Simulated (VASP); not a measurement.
# MgO (Imm2) in VASP: single point with PBEsol

Aim: the single point of MgO with PBEsol.

Everything below comes from runs of VASP 6.6.1. Logs are shortened: lines on timing, memory, paths and dates and some standing lists are left out, and cuts for length are marked.

### 1 The cell of the first run

Symmetry: Imm2, No. 44, orthorhombic system. Conventional cell: a = 3.020 Å, b = 4.270 Å, c = 3.020 Å, α = 90.00°, β = 90.00°, γ = 90.00°. Mg (site symmetry mm2) has 6 O at 1.95 to 2.34 Å within 2.6 Å. O (site symmetry mm2) has 6 Mg at 1.95 to 2.34 Å within 2.6 Å.

### 2 Single point, PBEsol (atom 2 (O) moved by (-0.200, -0.200) A along x and z)

INCAR

```
SYSTEM = MgO
PREC = Accurate ; ENCUT = 520
EDIFF = 1E-7 ; ISMEAR = 0
SIGMA = 0.05 ; LREAL = .False.
LASPH = .True. ; NELM = 60
ALGO = Normal ; ISIF = 2
LWAVE = .False. ; LCHARG = .False.
GGA = PS ; NBANDS = 11
```

KPOINTS

```
Automatic mesh
0
Gamma
  10 10 10
  0 0 0
```

POSCAR

```
MgO
1.0
    0.0000000000      2.1351500000      2.1351500000
    2.1351500000      0.0000000000      2.1351500000
    2.1351500000      2.1351500000      0.0000000000
Mg O
1 1
Direct
    0.0000000000      0.0000000000      0.0000000000
    0.5000000000      0.4063297661      0.5000000000
```

Potentials or basis: VASP PAW PBE potentials, release 64 (Mg, O).

Launch:

```
> cat potpaw_PBE.64/Mg/POTCAR potpaw_PBE.64/O/POTCAR > POTCAR
> mpirun -np 1 vasp_std > vasp.out
```

OUTCAR:

```text
SYSTEM = MgO
   PREC = Accurate
   ENCUT = 520
   EDIFF = 1E-7
   ISMEAR = 0
   LREAL = .False.
   LASPH = .True.
   NELM = 60
   ISIF = 2
   GGA = PS

 ion  position               nearest neighbor table
   1  0.000  0.000  0.000-   2 1.95   2 1.95   2 2.15   2 2.15   2 2.34   2 2.34
   2  0.500  0.406  0.500-   1 1.95   1 1.95   1 2.15   1 2.15   1 2.34   1 2.34

  LATTYP: Found a face centered cubic cell.
 ALAT       =     4.2703000000

  Lattice vectors:

 A1 = (   0.0000000000,   2.1351500000,   2.1351500000)
 A2 = (   2.1351500000,   0.0000000000,   2.1351500000)
 A3 = (   2.1351500000,   2.1351500000,   0.0000000000)

Analysis of symmetry for initial positions (statically):
=====================================================================
 Subroutine PRICEL returns:
 Original cell was already a primitive cell.

 Routine SETGRP: Setting up the symmetry group for a
 face centered cubic supercell.

 Subroutine GETGRP returns: Found  4 space group operations
 (whereof  4 operations were pure point group operations)
 out of a pool of 48 trial point group operations.

The static configuration has the point symmetry C_2v.

Analysis of symmetry for dynamics (positions and initial velocities):
=====================================================================
 Subroutine PRICEL returns:
 Original cell was already a primitive cell.

 Routine SETGRP: Setting up the symmetry group for a
 face centered cubic supercell.

 Subroutine GETGRP returns: Found  4 space group operations
 (whereof  4 operations were pure point group operations)
 out of a pool of 48 trial point group operations.

The dynamic configuration has the point symmetry C_2v.

 Subroutine INISYM returns: Found  4 space group operations
 (whereof  4 operations are pure point group operations),
 and found     1 'primitive' translations

----------------------------------------------------------------------------------------

                                     Primitive cell

  volume of cell :      19.4677

  direct lattice vectors                    reciprocal lattice vectors
     0.000000000  2.135150000  2.135150000    -0.234175585  0.234175585  0.234175585
     2.135150000  0.000000000  2.135150000     0.234175585 -0.234175585  0.234175585
     2.135150000  2.135150000  0.000000000     0.234175585  0.234175585 -0.234175585

  length of vectors
     3.019558088  3.019558088  3.019558088     0.405604011  0.405604011  0.405604011

  position of ions in fractional coordinates (direct lattice)
     0.000000000  0.000000000  0.000000000
     0.500000000  0.406329766  0.500000000

  ion indices of the primitive-cell ions
   primitive index   ion index
                 1           1
                 2           2

----------------------------------------------------------------------------------------

 KPOINTS: Automatic mesh

Automatic generation of k-mesh.
 Grid dimensions read from file:
 generate k-points for:   10   10   10

 Generating k-lattice:

  Cartesian coordinates                     Fractional coordinates (reciprocal lattice)
    -0.023417558  0.023417558  0.023417558     0.100000000  0.000000000  0.000000000
     0.023417558 -0.023417558  0.023417558     0.000000000  0.100000000  0.000000000
     0.023417558  0.023417558 -0.023417558     0.000000000  0.000000000  0.100000000

  Length of vectors
     0.040560401  0.040560401  0.040560401

  Shift w.r.t. Gamma in fractional coordinates (k-lattice)
     0.000000000  0.000000000  0.000000000

 Subroutine IBZKPT returns following result:
 ===========================================

 Found    171 irreducible k-points:

 Following reciprocal coordinates:
            Coordinates               Weight
  0.000000  0.000000  0.000000      1.000000
  0.100000  0.000000  0.000000      4.000000
  0.000000  0.100000  0.000000      4.000000
  0.200000  0.000000  0.000000      4.000000
  0.000000  0.200000  0.000000      4.000000
  0.300000  0.000000  0.000000      4.000000
[... 16 lines left out ...]
  0.000000  0.400000  0.100000      8.000000
  0.100000  0.000000  0.400000      4.000000
 [... further k-points ...]
   k-points           NKPTS =    171   k-points in BZ     NKDIM =    171   number of bands    NBANDS=     11
   number of dos      NEDOS =    301   number of ions     NIONS =      2
   total plane-waves  NPLWV =  13824
   dimension x,y,z NGX =    24 NGY =   24 NGZ =   24
   dimension x,y,z NGXF=    48 NGYF=   48 NGZF=   48
   ions per type =               1   1
   NGX,Y,Z   is equivalent  to a cutoff of  13.21, 13.21, 13.21 a.u.
   NGXF,Y,Z  is equivalent  to a cutoff of  26.43, 26.43, 26.43 a.u.
 SYSTEM =  MgO
   PREC   = accura    normal or accurate (medium, high low for compatibility)
   ISTART =      0    job   : 0-new  1-cont  2-samecut
   ICHARG =      2    charge: 1-file 2-atom 10-const
   ISPIN  =      1    spin polarized calculation?
   LNONCOLLINEAR =      F non collinear calculations
   LSORBIT =      F    spin-orbit coupling
   LASPH  =      T    aspherical Exc in radial PAW
   ENCUT  =  520.0 eV  38.22 Ry    6.18 a.u.   5.61  5.61  5.61*2*pi/ulx,y,z
   NELM   =     60;   NELMIN=  2; NELMDL= -5     # of ELM steps
   EDIFF  = 0.1E-06   stopping-criterion for ELM
   LREAL  =      F    real-space projection
   EDIFFG = 0.1E-05   stopping-criterion for IOM
   NSW    =      0    number of steps for IOM
   IBRION =     -1    ionic relax: 0-MD 1-quasi-New 2-CG
   NFREE  =      0    steps in history (QN), initial steepest desc. (CG)
   ISIF   =      2    stress and relaxation
   ISYM   =      2    0-nonsym 1-usesym 2-fastsym
   POTIM  = 0.5000    time-step for ionic-motion
   TEBEG  =    0.0;   TEEND  =   0.0 temperature during run
   PSTRESS=    0.0 pullay stress
   NELECT =       8.0000    total number of electrons
   NUPDOWN=      -1.0000    fix difference up-down
   EMIN   =  10.00;   EMAX   =-10.00  energy-range for DOS
   EFERMI =   0.00;   METHOD = LEGACY
   ISMEAR =     0;   SIGMA  =   0.05  broadening in eV -4-tet -1-fermi 0-gaus
   EFERMI_NEDOS =   21; number of points for ismear=-14 and -15
   IALGO  =     38    algorithm
   IMIX   =      4    mixing-type and parameters
     AMIX     =   0.40;   BMIX     =  1.00
     AMIX_MAG =   1.60;   BMIX_MAG =  1.00
  volume/ion in A,a.u.               =       9.73        65.69
  Fermi-wavevector in a.u.,A,eV,Ry     =   1.217119  2.300022 20.155386  1.481379
  Thomas-Fermi vector in A             =   2.352450
   LORBIT       =      0    0 simple, 1 ext, 2 COOP (PROOUT), +10 PAW based schemes
   GGA     = PS    functional components
   LHFCALC =     F    Hartree Fock is set to
   AEXX    =    0.0000 exact exchange contribution
   IVDW    =     0    specifies the selected vdW correction
   LEPSILON=     F    determine dielectric tensor
   LRPA    =     F    only Hartree local field effects (RPA)
 non-spin polarized calculation
 Gauss-broadening in eV      SIGMA  =   0.05
  energy-cutoff  :      520.00
  volume of cell :       19.47
 maximum number of plane-waves:       544
   NGX = 11   NGY = 11   NGZ = 11

 number of electron       8.0000000 magnetization

 Free energy of the ion-electron system (eV)
  ---------------------------------------------------
  ext. energy  EPLUGINS =         0.00000000
  ---------------------------------------------------
  free energy    TOTEN  =       -12.30888715 eV

  energy without entropy =      -12.30888715  energy(sigma->0) =      -12.30888715

 E-fermi :   2.9149     XC(G=0): -11.0839

 val. band max:        2.7072320065   @ k =   0.0000   0.0000   0.0000
 cond. band min:       6.9319250120   @ k =   0.0000   0.0000   0.0000
 fundamental gap:      4.2246930055
 Fermi energy:         2.9148538953

 k-point     1 :       0.0000    0.0000    0.0000
  band No.  band energies     occupation
      1     -14.2708      2.00000
      2       2.5852      2.00000
      3       2.7031      2.00000
      4       2.7072      2.00000
      5       6.9319      0.00000
      6      18.1436      0.00000
      7      18.4645      0.00000
      8      18.5946      0.00000
      9      21.7244      0.00000
     10      23.8283      0.00000
     11      23.8887      0.00000

 k-point     2 :       0.1000    0.0000    0.0000
  band No.  band energies     occupation
      1     -14.1722      2.00000
      2       1.9635      2.00000
      3       2.6091      2.00000
      4       2.6872      2.00000
      5       7.5525      0.00000
      6      16.8774      0.00000
      7      18.5463      0.00000
      8      18.8256      0.00000
      9      22.8873      0.00000
     10      23.0496      0.00000
     11      23.6501      0.00000

 k-point     3 :       0.0000    0.1000    0.0000
  band No.  band energies     occupation
      1     -14.1721      2.00000
      2       2.0453      2.00000
      3       2.5256      2.00000
      4       2.6587      2.00000
      5       7.5743      0.00000
      6      17.1201      0.00000
      7      18.3529      0.00000
      8      18.7293      0.00000
      9      22.9770      0.00000
     10      23.1436      0.00000
     11      23.5653      0.00000

 k-point     4 :       0.2000    0.0000    0.0000
  band No.  band energies     occupation
      1     -13.9016      2.00000
      2       0.7148      2.00000
      3       2.4642      2.00000
      4       2.5520      2.00000
      5       8.7359      0.00000
      6      15.2850      0.00000
      7      18.8580      0.00000
      8      19.0488      0.00000
      9      22.4269      0.00000
     10      22.5328      0.00000
     11      24.4503      0.00000

 k-point     5 :       0.0000    0.2000    0.0000
  band No.  band energies     occupation
      1     -13.9015      2.00000
      2       0.7667      2.00000
      3       2.3742      2.00000
      4       2.5105      2.00000
      5       8.7913      0.00000
      6      15.4841      0.00000
      7      18.7466      0.00000
      8      19.0609      0.00000
      9      22.4043      0.00000
     10      22.4749      0.00000
     11      24.3433      0.00000
[... 211 lines left out ...]
 k-point    21 :       0.3000    0.2000    0.3000
  band No.  band energies     occupation
      1     -13.5986      2.00000
      2      -0.1221      2.00000
      3       2.1007      2.00000
      4       2.2369      2.00000
      5       9.9194      0.00000
      6      14.5193      0.00000
      7      18.2085      0.00000
      8      18.8919      0.00000
      9      21.5678      0.00000
     10      24.2617      0.00000
     11      25.1683      0.00000

 k-point    22 :       0.4000    0.1000    0.0000
  band No.  band energies     occupation
      1     -13.2620      2.00000
      2      -1.0834      2.00000
      3       2.0040      2.00000
      4       2.1103      2.00000
      5      10.4341      0.00000
      6      14.1617      0.00000
      7      17.6188      0.00000
      8      19.0403      0.00000
      9      22.8503      0.00000
     10      24.2296      0.00000
     11      25.2694      0.00000

 k-point    23 :       0.0000    0.4000    0.1000
  band No.  band energies     occupation
      1     -13.2607      2.00000
      2      -1.0666      2.00000
      3       1.8806      2.00000
      4       2.0852      2.00000
      5      10.5382      0.00000
      6      14.3264      0.00000
      7      17.6701      0.00000
      8      19.2082      0.00000
      9      22.3389      0.00000
     10      24.4096      0.00000
     11      25.1487      0.00000

 k-point    24 :       0.1000    0.0000    0.4000
  band No.  band energies     occupation
      1     -13.2617      2.00000
      2      -1.0944      2.00000
      3       1.9455      2.00000
      4       2.1627      2.00000
      5      10.4700      0.00000
      6      14.1767      0.00000
      7      17.2980      0.00000
      8      19.6124      0.00000
      9      22.3607      0.00000
     10      24.1690      0.00000
     11      25.6649      0.00000

 [... further k-points ...]

------------------------ aborting loop because EDIFF is reached ----------------------------------------

  FORCE on cell =-STRESS in cart. coord.  units (eV):
  Direction    XX          YY          ZZ          XY          YZ          ZX
  --------------------------------------------------------------------------------------
  -------------------------------------------------------------------------------------
  Total        0.5441451     -0.9148917      0.5441451      0.0000000      0.0000000     -0.2676321
  in kB       44.7826864    -75.2948197     44.7826864      0.0000000      0.0000000    -22.0258993
  external PRESSURE =       4.7568510 kB  Pullay stress =       0.0000000 kB

 VOLUME and BASIS-vectors are now :
 -----------------------------------------------------------------------------
  energy-cutoff  :      520.00
  volume of cell :       19.47
      direct lattice vectors                 reciprocal lattice vectors
     0.000000000  2.135150000  2.135150000    -0.234175585  0.234175585  0.234175585
     2.135150000  0.000000000  2.135150000     0.234175585 -0.234175585  0.234175585
     2.135150000  2.135150000  0.000000000     0.234175585  0.234175585 -0.234175585

 POSITION                                       TOTAL-FORCE (eV/Angst)
 -----------------------------------------------------------------------------------
      0.00000      0.00000      0.00000        -0.995666      0.000000     -0.995666
      1.93515      2.13515      1.93515         0.995666      0.000000      0.995666
 -----------------------------------------------------------------------------------
    total drift:                                0.000572      0.000000      0.000572

  FREE ENERGIE OF THE ION-ELECTRON SYSTEM (eV)
  ---------------------------------------------------
  free  energy   TOTEN  =       -12.3088871509 eV

  energy  without entropy=      -12.3088871509  energy(sigma->0) =      -12.30888715
```

Wall time 18 s (1 thread of AMD EPYC 9R45 (Zen 5), shared host); peak memory 0.14 GiB.

What came out:

```yaml
Free_energy: -12.3089 eV
Pressure: 0.5 GPa
Largest_force: 1.408 eV/Å
Band_gap_on_the_k_mesh: 4.22 eV, direct
```

Forces in eV/Å, atoms in the order of the input:
```
Mg  -0.996  0.000 -0.996
O    0.996  0.000  0.996
```

Stress tensor (GPa, compression positive):
```
 4.48  0.00 -2.20
 0.00 -7.53  0.00
-2.20  0.00  4.48
```

Levels at points of the mesh, in eV from the valence-band top:
```
           k point  band 1  band 2  band 3  band 4  band 5  band 6  band 7  band 8
(0.00, 0.00, 0.00)  -16.98   -0.12    0.00    0.00    4.22   15.44   15.76   15.89
(0.50, 0.00, 0.00)  -15.79   -4.45   -0.59   -0.49    7.47   11.68   15.67   16.13
(0.00, 0.50, 0.00)  -15.79   -4.44   -0.70   -0.56    7.63   11.86   15.72   16.00
(0.50, 0.50, 0.00)  -15.54   -3.89   -1.30   -1.28    9.04    9.08   12.63   18.23
(0.50, 0.00, 0.50)  -15.53   -3.93   -1.37   -1.26    8.99    9.29   12.62   18.04
```

Caveat: the cell differs from its parent crystal (atom 2 (O) moved by (-0.200, -0.200) A along x and z); the PAW data sets were made with another functional, which shifts forces and pressure a little.
